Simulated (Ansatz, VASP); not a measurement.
One calculation of Ta2N, two programs

INCAR

```
SYSTEM = Ta2N
PREC     = Accurate       ! precision mode
ENCUT    = 520            ! plane-wave cutoff, eV
EDIFF    = 1E-6           ! SCF threshold, eV
ISMEAR   = 0              ! smearing method
SIGMA    = 0.1            ! smearing width, eV
LREAL    = .False.        ! projectors in reciprocal space
LASPH    = .True.         ! aspherical terms in the spheres
NELM     = 100            ! most SCF steps
ALGO     = Normal         ! electronic algorithm
ISIF     = 2              ! what is computed and relaxed
LWAVE    = .False.        ! write WAVECAR
LCHARG   = .False.        ! write CHGCAR
GGA      = PS             ! functional
NBANDS   = 20             ! bands
```

KPOINTS

```
Automatic mesh
0
Gamma
  18 18 10
  0 0 0
```

POSCAR

```
Ta2N
1.0
    3.0786153860      0.0000000000      0.0000000000
   -1.5393076930      2.6661591328      0.0000000000
    0.0000000000      0.0000000000      4.8232571822
Ta N
2 1
Direct
    0.6666666667      0.3333333333      0.7462554482
    0.3333333333      0.6666666667      0.2537445518
    0.0000000000      0.0000000000      0.0000000000
```

Input for Ansatz:

```yaml
crystal:
  lattice:
    - [3.078615386, 0.0, 0.0]
    - [-1.539307693, 2.6661591328, 0.0]
    - [0.0, 0.0, 4.8232571822]
  atoms:
    - { symbol: Ta, position: [0.6666666667, 0.3333333333, 0.7462554482] }
    - { symbol: Ta, position: [0.3333333333, 0.6666666667, 0.2537445518] }
    - { symbol: "N", position: [0.0, 0.0, 0.0] }
basis:
  ecutwfc: 420
kpoints:
  mp_grid: { grid: [18, 18, 10] }
  band_path:
    path:
      - [[0.0, 0.0, 0.0], [0.5, 0.0, 0.0], [0.33333333, 0.33333333, 0.0], [0.0, 0.0, 0.0], [0.0, 0.0, 0.5], [0.5, 0.0, 0.5], [0.33333333, 0.33333333, 0.5], [0.0, 0.0, 0.5]]
      - [[0.5, 0.0, 0.5], [0.5, 0.0, 0.0]]
      - [[0.33333333, 0.33333333, 0.5], [0.33333333, 0.33333333, 0.0]]
    npoints: 14
hamiltonian:
  xc: pbesol
scf:
  occupations: { method: gaussian, width: 0.1 }
  n_extra_bands: 7
output:
  forces: true
  stress: true
  eigenvalues: true
  populations: true
  dos: { projected: true, de: 0.02, nscf_kmesh: { grid: [27, 27, 15] } }
  bader: true
  write_density: true
  write_potential: true
  elf: true
  volumetric_format: npy
```

Alike in both runs: task single point; functional PBEsol; k mesh 18 × 18 × 10; occupations gaussian, width 0.1 eV; no spin polarisation.

|  | VASP | Ansatz |
| --- | --- | --- |
| version | VASP 6.6.1 | Ansatz 0.2.0 |
| potentials or method | VASP PAW PBE potentials, release 64 (Ta_pv, N), cutoff 520 eV | scalar-relativistic, plane waves, PAW |
| valence electrons in the cell | 27 | 31 |

|  | VASP | Ansatz | Ansatz less VASP |
| --- | --- | --- | --- |
| gap on the k mesh at the Fermi level (eV) | none | none | - |
| pressure (GPa) | 0.6 | 0.0 | -0.58 |
| rms of the force components (eV/Å) | 0.027 | 0.000 | -0.0265 |

VASP's potentials were made for PBE, not for PBEsol. Atom by atom the forces differ by 0.027 eV/Å (rms over components). A gap of «none» marks a metal or a gap that the smearing closes. VASP's potentials hold 27 valence electrons a cell and Ansatz's 31, so a difference there can come from the potentials and not from the codes.

Spin-orbit coupling is off throughout.
